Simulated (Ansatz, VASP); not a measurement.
Re3I: VASP beside Ansatz

```
Re I
1.0
     4.37318    0.00000    0.00000
     0.00000    4.37318    0.00000
     0.00000    0.00000    4.37318
Re I
3 1
Direct
  0.00000 0.50000 0.50000
  0.50000 0.00000 0.50000
  0.50000 0.50000 0.00000
  0.00000 0.00000 0.00000
```

Alike in both runs: task single point; functional PBE; k mesh 4 × 4 × 4; occupations gaussian, width 0.1 eV; collinear spin.

```csv
,VASP,Ansatz
version,VASP 6.6.1,Ansatz 0.2.0
potentials or method,"VASP PAW PBE potentials, release 64 (Re, I), cutoff 520 eV","scalar-relativistic, plane waves, PAW"
valence electrons in the cell,28,62
```

```csv
,VASP,Ansatz,Ansatz less VASP
gap on the k mesh at the Fermi level (eV),none,none,-
pressure (GPa),-27.6,-27.3,+0.35
net moment per atom (μB),0.63,0.62,-0.001
size of the moment on the site where the two differ most (μB),0.77,0.75,-0.024
```

Site moments also hang on the region over which each program counts them. A gap of «none» marks a metal or a gap that the smearing closes. VASP's potentials hold 28 valence electrons a cell and Ansatz's 62, so a difference there can come from the potentials and not from the codes.

Neither program's run includes spin-orbit coupling.
